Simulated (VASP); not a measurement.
Here is a VASP 6.6.1 calculation.

The input INCAR:

```
SYSTEM = ZrSi2
PREC     = Accurate       ! precision mode
ENCUT    = 500            ! plane-wave cutoff, eV
EDIFF    = 1E-6           ! SCF threshold, eV
ISMEAR   = 0              ! smearing method
SIGMA    = 0.15           ! smearing width, eV
LREAL    = .False.        ! projectors in reciprocal space
LASPH    = .True.         ! aspherical terms in the spheres
NELM     = 120            ! most SCF steps
ALGO     = Normal         ! electronic algorithm
ISIF     = 2              ! what is computed and relaxed
LWAVE    = .False.        ! write WAVECAR
LCHARG   = .False.        ! write CHGCAR
GGA      = PE             ! functional
NBANDS   = 52             ! bands
GGA_COMPAT= .False.
```

The input KPOINTS:

```
regular mesh
0
Gamma
  13 13 4
  0 0 0
```

POSCAR

```
ZrSi2
1.0
   -3.7051806570      0.0000000000      0.0000000000
    0.0000000000      0.0000000000     -3.6790719899
    0.0000000000    -15.2880263475      0.0000000000
Zr Si
4 8
Direct
    0.0000000000      0.2500000000      0.6937113661
    0.5000000000      0.2500000000      0.2100640329
    0.0000000000      0.7500000000      0.8974883603
    0.5000000000      0.7500000000      0.4138410270
    0.0000000000      0.2500000000      0.3633158229
    0.5000000000      0.2500000000      0.8469631561
    0.0000000000      0.7500000000      0.2605892370
    0.5000000000      0.7500000000      0.7442365703
    0.0000000000      0.2500000000      0.0704309547
    0.5000000000      0.2500000000      0.5540782879
    0.0000000000      0.7500000000      0.5534741052
    0.5000000000      0.7500000000      0.0698267720
```

Potentials or basis: VASP PAW PBE potentials, release 64 (Zr_sv, Si).

The run is started by

```bash
$ cat potpaw_PBE.64/Zr_sv/POTCAR potpaw_PBE.64/Si/POTCAR > POTCAR
$ mpirun -np 1 vasp_std > vasp.out
```

Question: Predict the largest force.

Answer: 1.816 eV/Å.

Question: Predict the pressure.

Answer: -2.3 GPa.

Stress tensor (GPa, compression positive):
```
-1.08  0.00  0.00
 0.00 -4.61  0.00
 0.00  0.00 -1.14
```

Caveat: the cell differs from its parent crystal (the distance across one plane changed); forces of over 1 eV/Å act on the atoms, so gaps and moduli don't describe the material at rest.
